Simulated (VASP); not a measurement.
Runs of VASP 6.6.1 on WC. The structure is that of space group P3m1 (No. 156), or close to it. The cells are those of the table. 

```csv
cell,gap on the mesh (eV),pressure (GPa),largest force (eV/Å)
"a = 2.898, b = 2.898, c = 8.983 Å, angles 90.0, 90.0, 60.0°, 6 atoms",none,(a),3.74
"a = 2.898, b = 2.898, c = 8.183 Å, angles 90.0, 90.0, 60.0°, 6 atoms",none,25.5,8.43
"a = 2.898, b = 2.898, c = 11.483 Å, angles 90.0, 90.0, 60.0°, 6 atoms",none,-8.5,5.77
"a = 2.898, b = 2.898, c = 9.233 Å, angles 90.0, 90.0, 60.0°, 6 atoms",none,-13.8,4.05
```

Alike in all rows: task single point; level PBEsol; potentials or basis VASP PAW PBE potentials, release 64 (W_sv, C); no spin polarisation; k mesh 23 × 23 × 7; cutoff (eV) 520; smearing gaussian 0.15 eV.

Question: Estimate the missing entries.

Answer: (a) -12.6.

Caveats: the PAW data sets were made with another functional, which shifts forces and pressure a little; spin-orbit coupling is left out, which moves the levels of the heavy elements; the cell stands under tension (at least some runs); the cell stands under pressure (at least some runs).

A k mesh can miss the band edges, and the runs leave out spin-orbit coupling on W.

A gap of «none» marks levels without a gap at the run's occupations.
